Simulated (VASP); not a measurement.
# BH3C18 in VASP: notebook, part 2 of 2

VASP 6.6.1.

**4. Single point, PBEsol**

The input, INCAR:

```
SYSTEM = BH3C18
  PREC = Accurate
  ENCUT = 520
  EDIFF = 1E-6
  ISMEAR = 0
  SIGMA = 0.02
  LREAL = Auto
  LASPH = .True.
  NELM = 80
  ALGO = Normal
  ISIF = 2
  LWAVE = .False.
  LCHARG = .True.
  GGA = PS
  LELF = .True.
  LVHAR = .True.
  NBANDS = 56
```

The input, KPOINTS:

```
Automatic mesh
0
Gamma
  2 2 1
  0 0 0
```

The input, POSCAR:

```
BH3C18
1.0
    7.3980000000      0.0000000000      0.0000000000
   -3.6990000000      6.4068560000      0.0000000000
    0.0000000000      0.0000000000     13.0000000000
C B H
18 1 3
Direct
    0.0065379551      0.0034511467      0.0742960769
    0.2295479104      0.1169122577      0.0730613077
    0.0087716245      0.3434434924      0.0771402308
    0.2314799544      0.4537417417      0.0798484615
    0.0087606817      0.6735611039      0.0687137692
    0.2299828908      0.7843742703      0.0741063846
    0.3387612174      0.0058830728      0.0687996154
    0.5625838290      0.1178237813      0.0608073846
    0.3404672447      0.3394686879      0.0748686154
    0.5632359960      0.4519583396      0.0678151538
    0.3403001404      0.6734459148      0.0828243077
    0.5697684080      0.7896676623      0.0951180000
    0.6716814142      0.0108018660      0.0630686154
    0.8943287886      0.1181117540      0.0805225385
    0.6746167249      0.3412986026      0.0627410769
    0.8964084328      0.4519425753      0.0690456923
    0.6757660866      0.6719114648      0.0693263077
    0.8956123380      0.7827007506      0.0670283077
    0.8679938051      0.1074539525      0.2137446923
    0.6335430044     -0.1593478923      0.1883677692
    1.0207553716      0.1380722464      0.2604330769
    0.7303612920      0.1335130679      0.2453565385
```

Potentials or basis: VASP PAW PBE potentials, release 64 (C, B, H).

On the command line:

```bash
$ cat potpaw_PBE.64/C/POTCAR potpaw_PBE.64/B/POTCAR potpaw_PBE.64/H/POTCAR > POTCAR
$ mpirun -np 1 vasp_std > vasp.out
```

OUTCAR:

```text
SYSTEM = BH3C18
   PREC = Accurate
   ENCUT = 520
   EDIFF = 1E-6
   ISMEAR = 0
   LREAL = Auto
   LASPH = .True.
   NELM = 80
   ISIF = 2
   GGA = PS

 ion  position               nearest neighbor table
   1  0.007  0.003  0.074-  18 1.42   2 1.43  14 1.46
   2  0.230  0.117  0.073-   7 1.41   9 1.43   1 1.43
   3  0.009  0.343  0.077-  16 1.42   4 1.43  14 1.44
   4  0.231  0.454  0.080-  11 1.41   3 1.43   9 1.43
   5  0.009  0.674  0.069-   6 1.42  16 1.42  18 1.42
   6  0.230  0.784  0.074-   5 1.42   7 1.42  11 1.42
   7  0.339  0.006  0.069-   2 1.41   6 1.42   8 1.44
   8  0.563  0.118  0.061-  13 1.38  15 1.43   7 1.44
   9  0.340  0.339  0.075-   2 1.43  10 1.43   4 1.43
  10  0.563  0.452  0.068-  17 1.41  15 1.42   9 1.43
  11  0.340  0.673  0.083-   4 1.41   6 1.42  12 1.48
  12  0.570  0.790  0.095-  20 1.29  17 1.47  13 1.48  11 1.48
  13  0.672  0.011  0.063-   8 1.38  14 1.44  12 1.48
  14  0.894  0.118  0.081-   3 1.44  13 1.44   1 1.46  19 1.74
  15  0.675  0.341  0.063-  16 1.42  10 1.42   8 1.43
  16  0.896  0.452  0.069-   3 1.42   5 1.42  15 1.42
  17  0.676  0.672  0.069-  18 1.41  10 1.41  12 1.47
  18  0.896  0.783  0.067-  17 1.41   1 1.42   5 1.42
  19  0.868  0.107  0.214-  22 1.20  21 1.20  14 1.74
  20  0.634  0.841  0.188-  12 1.29
  21  0.021  0.138  0.260-  19 1.20
  22  0.730  0.134  0.245-  19 1.20

  LATTYP: Found a hexagonal cell.
 ALAT       =     7.3980000000
 C/A-ratio  =     1.7572316842

  Lattice vectors:

 A1 = (   7.3980000000,   0.0000000000,   0.0000000000)
 A2 = (  -3.6990000000,   6.4068560000,   0.0000000000)
 A3 = (   0.0000000000,   0.0000000000,  13.0000000000)

Analysis of symmetry for initial positions (statically):
=====================================================================
 Subroutine PRICEL returns:
 Original cell was already a primitive cell.

 Routine SETGRP: Setting up the symmetry group for a
 hexagonal supercell.

 Subroutine GETGRP returns: Found  1 space group operations
 (whereof  1 operations were pure point group operations)
 out of a pool of 24 trial point group operations.

The static configuration has the point symmetry C_1 .

Analysis of symmetry for dynamics (positions and initial velocities):
=====================================================================
 Subroutine PRICEL returns:
 Original cell was already a primitive cell.

 Routine SETGRP: Setting up the symmetry group for a
 hexagonal supercell.

 Subroutine GETGRP returns: Found  1 space group operations
 (whereof  1 operations were pure point group operations)
 out of a pool of 24 trial point group operations.

The dynamic configuration has the point symmetry C_1 .

 Subroutine INISYM returns: Found  1 space group operations
 (whereof  1 operations are pure point group operations),
 and found     1 'primitive' translations

----------------------------------------------------------------------------------------

                                     Primitive cell

  volume of cell :     616.1730

[... 80 lines left out ...]

 Found      4 irreducible k-points:

 Following reciprocal coordinates:
            Coordinates               Weight
  0.000000  0.000000  0.000000      1.000000
  0.500000  0.000000  0.000000      1.000000
  0.000000  0.500000  0.000000      1.000000
  0.500000  0.500000  0.000000      1.000000
   k-points           NKPTS =      4   k-points in BZ     NKDIM =      4   number of bands    NBANDS=     56
   number of dos      NEDOS =    301   number of ions     NIONS =     22
   total plane-waves  NPLWV = 307328
   dimension x,y,z NGX =    56 NGY =   56 NGZ =   98
   dimension x,y,z NGXF=   112 NGYF=  112 NGZF=  196
   ions per type =              18   1   3
   NGX,Y,Z   is equivalent  to a cutoff of  12.58, 12.58, 12.53 a.u.
   NGXF,Y,Z  is equivalent  to a cutoff of  25.17, 25.17, 25.06 a.u.
 SYSTEM =  BH3C18
   PREC   = accura    normal or accurate (medium, high low for compatibility)
   ISTART =      0    job   : 0-new  1-cont  2-samecut
   ICHARG =      2    charge: 1-file 2-atom 10-const
   ISPIN  =      1    spin polarized calculation?
   LNONCOLLINEAR =      F non collinear calculations
   LSORBIT =      F    spin-orbit coupling
   LASPH  =      T    aspherical Exc in radial PAW
   ENCUT  =  520.0 eV  38.22 Ry    6.18 a.u.  13.76 13.76 24.17*2*pi/ulx,y,z
   NELM   =     80;   NELMIN=  2; NELMDL= -5     # of ELM steps
   EDIFF  = 0.1E-05   stopping-criterion for ELM
   LREAL  =      T    real-space projection
   EDIFFG = 0.1E-04   stopping-criterion for IOM
   NSW    =      0    number of steps for IOM
   IBRION =     -1    ionic relax: 0-MD 1-quasi-New 2-CG
   NFREE  =      0    steps in history (QN), initial steepest desc. (CG)
   ISIF   =      2    stress and relaxation
   ISYM   =      2    0-nonsym 1-usesym 2-fastsym
   POTIM  = 0.5000    time-step for ionic-motion
   TEBEG  =    0.0;   TEEND  =   0.0 temperature during run
   PSTRESS=    0.0 pullay stress
   NELECT =      78.0000    total number of electrons
   NUPDOWN=      -1.0000    fix difference up-down
   EMIN   =  10.00;   EMAX   =-10.00  energy-range for DOS
   EFERMI =   0.00;   METHOD = LEGACY
   ISMEAR =     0;   SIGMA  =   0.02  broadening in eV -4-tet -1-fermi 0-gaus
   EFERMI_NEDOS =   21; number of points for ismear=-14 and -15
   IALGO  =     38    algorithm
   IMIX   =      4    mixing-type and parameters
     AMIX     =   0.40;   BMIX     =  1.00
     AMIX_MAG =   1.60;   BMIX_MAG =  1.00
  volume/ion in A,a.u.               =      28.01       189.01
  Fermi-wavevector in a.u.,A,eV,Ry     =   0.822001  1.553356  9.193253  0.675685
  Thomas-Fermi vector in A             =   1.933259
   LORBIT       =      0    0 simple, 1 ext, 2 COOP (PROOUT), +10 PAW based schemes
   GGA     = PS    functional components
   LHFCALC =     F    Hartree Fock is set to
   AEXX    =    0.0000 exact exchange contribution
   IVDW    =     0    specifies the selected vdW correction
   LEPSILON=     F    determine dielectric tensor
   LRPA    =     F    only Hartree local field effects (RPA)
 non-spin polarized calculation
 Gauss-broadening in eV      SIGMA  =   0.02
  energy-cutoff  :      520.00
  volume of cell :      616.17
 maximum number of plane-waves:     16651
 NGX is ok and might be reduce to    56
   NGX = 27   NGY = 27   NGZ = 49

 number of electron      78.0000000 magnetization

 Free energy of the ion-electron system (eV)
  ---------------------------------------------------
  ext. energy  EPLUGINS =         0.00000000
  ---------------------------------------------------
  free energy    TOTEN  =      -186.58560801 eV

  energy without entropy =     -186.58104588  energy(sigma->0) =     -186.58332694

 E-fermi :  -2.0260     XC(G=0):  -3.7520

 val. band max:       -2.0352567620   @ k =   0.5000   0.5000   0.0000
 cond. band min:      -2.0168207514   @ k =   0.0000   0.0000   0.0000
 fundamental gap:      0.0184360106
 Fermi energy:        -2.0260387567

 k-point     1 :       0.0000    0.0000    0.0000
  band No.  band energies     occupation
      1     -21.5505      2.00000
      2     -19.2587      2.00000
      3     -18.9808      2.00000
      4     -18.9381      2.00000
      5     -18.8180      2.00000
      6     -18.8054      2.00000
[... 205 lines left out ...]
     50       3.6140      0.00000
     51       4.0829      0.00000
 [bands above 51 left out]

------------------------ aborting loop because EDIFF is reached ----------------------------------------

  FORCE on cell =-STRESS in cart. coord.  units (eV):
  Direction    XX          YY          ZZ          XY          YZ          ZX
  --------------------------------------------------------------------------------------
  -------------------------------------------------------------------------------------
  Total       -1.4927876     -0.1463548     -0.1008330     -1.6225877      0.0002668      0.0337113
  in kB       -3.8815570     -0.3805528     -0.2621866     -4.2190641      0.0006938      0.0876563
  external PRESSURE =      -1.5080988 kB  Pullay stress =       0.0000000 kB

 VOLUME and BASIS-vectors are now :
 -----------------------------------------------------------------------------
  energy-cutoff  :      520.00
  volume of cell :      616.17
      direct lattice vectors                 reciprocal lattice vectors
     7.398000000  0.000000000  0.000000000     0.135171668  0.078041398  0.000000000
    -3.699000000  6.406856000  0.000000000     0.000000000  0.156082796  0.000000000
     0.000000000  0.000000000 13.000000000     0.000000000  0.000000000  0.076923077

 POSITION                                       TOTAL-FORCE (eV/Angst)
 -----------------------------------------------------------------------------------
      0.03560      0.02211      0.96585        -0.027899      0.003448      0.026913
      1.26574      0.74904      0.94980         0.009229      0.003585      0.001391
     -1.20551      2.20039      1.00282        -0.003749     -0.008321      0.001045
      0.03410      2.90706      1.03803         0.004993     -0.012158     -0.001352
     -2.42669      4.31541      0.89328         0.004958      0.005294     -0.001849
     -1.19999      5.02537      0.96338         0.003888     -0.004000      0.007910
[... 14 lines left out ...]
     -0.35718      0.88461      3.38563         0.015191      0.018304      0.014363
      4.90935      0.85540      3.18964        -0.018003     -0.009250      0.021519
 -----------------------------------------------------------------------------------
    total drift:                               -0.015581      0.004506      0.002514

  FREE ENERGIE OF THE ION-ELECTRON SYSTEM (eV)
  ---------------------------------------------------
  free  energy   TOTEN  =      -186.5856080118 eV

  energy  without entropy=     -186.5810458751  energy(sigma->0) =     -186.58332694
```

It took 2.9 min on 1 thread of Intel Xeon 6975P-C (Granite Rapids), shared host; peak memory 0.64 GiB.

What came out:

```
Free energy            : -186.5856 eV
Largest force          : 0.039 eV/Å
Band gap on the k mesh : 0.02 eV (least direct gap 0.19 eV)
```

Forces on the atoms (eV/Å):
```
C   -0.028  0.003  0.027
C    0.009  0.004  0.001
C   -0.004 -0.008  0.001
C    0.005 -0.012 -0.001
C    0.005  0.005 -0.002
C    0.004 -0.004  0.008
C    0.006  0.000 -0.001
C   -0.008  0.016 -0.012
C   -0.003 -0.002  0.004
C   -0.002 -0.001 -0.003
C    0.002  0.013  0.006
C   -0.002 -0.011  0.029
C    0.004 -0.014  0.005
C   -0.011  0.012 -0.030
C    0.012 -0.011 -0.004
C   -0.001 -0.001 -0.004
C    0.000  0.017 -0.015
C   -0.014 -0.007 -0.015
B    0.017 -0.009 -0.013
H    0.011  0.002 -0.016
H    0.015  0.018  0.014
H   -0.018 -0.009  0.022
```

Caveat: the k points lie up to 0.49 Å⁻¹ apart; the PAW data sets were made with another functional, which shifts forces and pressure a little.

**5. Summary**

```csv
cell,gap on the mesh (eV),largest force (eV/Å)
"as given, atomic positions A",0.16,1.15
"as given, atomic positions B",0.11,2.69
"as given, atomic positions C",0.02,0.04
```

Alike in all rows: task single point; level PBEsol; potentials or basis VASP PAW PBE potentials, release 64 (C, B, H); no spin polarisation; k mesh 2 × 2 × 1; cutoff (eV) 520; smearing gaussian 0.02 eV.

Caveats: all runs use coarse meshes; the PAW data sets were made with another functional, which shifts forces and pressure a little.

Absolute energies hang on the potentials; compare differences alone.
